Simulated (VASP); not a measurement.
P: single point with LDA

P:

```
P
1.0
     0.00000    2.52454    2.52454
     2.52454    0.00000    2.52454
     2.52454    2.52454    0.00000
P
2
Cartesian
  -0.6311 -0.6311 -0.6311
  0.6311 0.6311 0.6311
```

This cell differs from its parent crystal: volume scaled by 0.84.

| Property | Result |
| --- | --- |
| Program | VASP 6.6.1 |
| Task | single point |
| Functional | LDA |
| Potentials or basis | VASP PAW LDA potentials, release 64 (P) |
| Cutoff | 520 eV |
| k mesh | 12 × 12 × 12 |
| Occupations | fermi-dirac, width 0.1 eV |
| Spin | no spin polarisation |

```
Pressure               : 12.0 GPa
Band gap on the k mesh : zero (band 5 reaches 10.89 eV, above the bottom of band 6 at 6.89 eV)
```

Levels at points of the mesh, in eV from the Fermi level:
```tsv
k point	band 1	band 2	band 3	band 4	band 5	band 6	band 7	band 8	band 9	band 10
(0.00, 0.00, 0.00)	-17.25	-3.79	-3.79	-3.79	-1.25	-0.34	-0.34	-0.34	6.36	6.39
(0.50, 0.00, 0.00)	-14.80	-11.43	-5.06	-5.06	-2.06	0.87	0.87	6.26	9.25	9.45
(0.50, 0.50, 0.00)	-12.76	-12.76	-6.71	-6.71	-2.01	-2.01	7.31	7.31	9.75	9.75
```

It took 12 s on 1 thread of Intel(R) Xeon(R) Platinum 8488C (Sapphire Rapids), on a shared host, peak memory 0.14 GiB.
